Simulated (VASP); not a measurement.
Wanted: the native input for a VASP 6.6.1 run.

| Item | Value |
| --- | --- |
| Task | single point |
| Functional | LDA |
| Potentials or basis | VASP PAW LDA potentials, release 64 (Mg, Se) |
| Cutoff | 600 eV |
| k mesh | 6 × 6 × 6 |
| Occupations | gaussian, width 0.1 eV |
| Spin | no spin polarisation |
| Dipole correction | no |
| Further INCAR settings | ALGO = Normal; EDIFF = 1e-06; NBANDS = 11 |

The structure of MgSe lies in POSCAR:

```
MgSe
1.0
    0.0000000000      2.7255000000      2.7255000000
    2.7255000000      0.0000000000      2.7255000000
    2.7255000000      2.7255000000      0.0000000000
Mg Se
1 1
Direct
    0.0000000000      0.0000000000      0.0000000000
    0.5000000000      0.5000000000      0.5000000000
```

These files were run (other wordings do the same):

INCAR

```
SYSTEM = MgSe
  PREC = Accurate
  ENCUT = 600
  EDIFF = 1E-6
  ISMEAR = 0
  SIGMA = 0.1
  LREAL = .FALSE.
  LASPH = .TRUE.
  NELM = 120
  ALGO = Normal
  ISIF = 2
  LWAVE = .FALSE.
  LCHARG = .TRUE.
  GGA = CA
  LELF = .TRUE.
  LVHAR = .TRUE.
  NBANDS = 11
  GGA_COMPAT = .FALSE.
```

KPOINTS

```
regular mesh
0
G
  6 6 6
  0 0 0
```

Potentials or basis: VASP PAW LDA potentials, release 64 (Mg, Se).

Launch:

```sh
$ cat potpaw_LDA.64/Mg/POTCAR potpaw_LDA.64/Se/POTCAR > POTCAR
$ mpirun -np 1 vasp_std > vasp.out
```

It gave:

```json
{
 "Pressure": "-2.4 GPa",
 "Band gap on the k mesh": "1.64 eV, indirect (least direct gap 2.40 eV)"
}
```

Run time: 11 s on 1 thread of Intel Xeon 8259CL, on a shared host, peak memory 0.15 GiB.
